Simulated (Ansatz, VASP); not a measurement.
## Two plane-wave programs on Ge

```
Ge
1.0
     3.93714    0.00000    0.00000
    -1.96857    3.40967    0.00000
     0.00000    0.00000    7.09354
Ge
4
Direct
  0.66667 0.33333 0.05836
  0.33333 0.66667 0.55836
  0.66667 0.33333 0.44164
  0.33333 0.66667 0.94164
```

Alike in both runs: task single point; functional PBE; k mesh 12 × 12 × 6; occupations gaussian, width 0.1 eV; no spin polarisation.

```csv
,VASP,Ansatz
version,VASP 6.6.1,Ansatz 0.2.0
potentials or method,"VASP PAW PBE potentials, release 64 (Ge_d), cutoff 520 eV","scalar-relativistic, plane waves, PAW"
valence electrons in the cell,56,56
```

|  | VASP | Ansatz | Ansatz less VASP |
| --- | --- | --- | --- |
| gap on the k mesh at the Fermi level (eV) | 0.07 | 0.07 | 0.000 |
| least direct gap on the mesh (eV) | 0.08 | 0.08 | -0.001 |
| pressure (GPa) | 1.6 | 1.7 | +0.04 |
| traceless stress, the component that is largest in VASP (GPa) | -8.98 | -8.99 | -0.016 |
| rms of the force components (eV/Å) | 0.559 | 0.561 | +0.0021 |

Atom by atom the forces differ by 0.002 eV/Å (rms over components).
